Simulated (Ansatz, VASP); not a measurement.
SiC: VASP beside Ansatz

File INCAR:

```
  ALGO = Normal
  EDIFF = 1E-6
  ENCUT = 520
  GGA = PE
  ISIF = 2
  ISMEAR = 0
  LASPH = T
  LCHARG = F
  LREAL = F
  LWAVE = F
  NBANDS = 16
  NELM = 60
  PREC = Accurate
  SIGMA = 0.027000000000000003
```

KPOINTS

```
k-points
0
Gamma
  10 10 5
```

The input POSCAR:

```
SiC
1.0
    3.0760000000      0.0000000000      0.0000000000
   -1.5380000000      2.6638941420      0.0000000000
    0.0000000000      0.0000000000      5.0480000000
Si C
2 2
Direct
    0.6666666667      0.3333333333      0.5000000000
    0.3333333333      0.6666666667      0.0000000000
    0.6666666667      0.3333333333      0.8850000000
    0.3333333333      0.6666666667      0.3850000000
```

File input.yaml:

```yaml
crystal:
  lattice:
    - [3.076, 0.0, 0.0]
    - [-1.538, 2.663894142, 0.0]
    - [0.0, 0.0, 5.048]
  atoms:
    - { symbol: Si, position: [0.6666666667, 0.3333333333, 0.5] }
    - { symbol: Si, position: [0.3333333333, 0.6666666667, 0.0] }
    - { symbol: C, position: [0.6666666667, 0.3333333333, 0.885] }
    - { symbol: C, position: [0.3333333333, 0.6666666667, 0.385] }
hamiltonian:
  xc: pbe
  pseudopotentials: { kind: paw }
kpoints:
  mp_grid: { grid: [10, 10, 5] }
scf:
  occupations: { method: gaussian, width: 0.027 }
output:
  forces: true
  stress: true
  eigenvalues: true
```

Alike in both runs: task single point; functional PBE; k mesh 10 × 10 × 5; occupations gaussian, width 0.027 eV; no spin polarisation.

|  | VASP | Ansatz |
| --- | --- | --- |
| version | VASP 6.6.1 | Ansatz 0.2.0 |
| potentials or method | VASP PAW PBE potentials, release 64 (Si, C) | Ansatz PAW |
| plane-wave cutoff (eV) | 520 | 420 |
| valence electrons in the cell | 16 | 16 |

|  | VASP | Ansatz | Ansatz less VASP |
| --- | --- | --- | --- |
| gap on the k mesh at the Fermi level (eV) | 2.48 | 2.48 | +0.003 |
| least direct gap on the mesh (eV) | 4.08 | 4.08 | +0.004 |
| pressure (GPa) | 3.6 | 3.7 | +0.05 |
| traceless stress, the component that is largest in VASP (GPa) | -3.22 | -3.24 | -0.020 |
| rms of the force components (eV/Å) | 0.435 | 0.435 | -0.0001 |

Atom by atom the forces differ by 0.000 eV/Å (rms over components).

Noted on Ansatz's run: odd divisions of the mesh miss points on the zone boundary, where band edges often lie, so the gap on the mesh can be too wide.
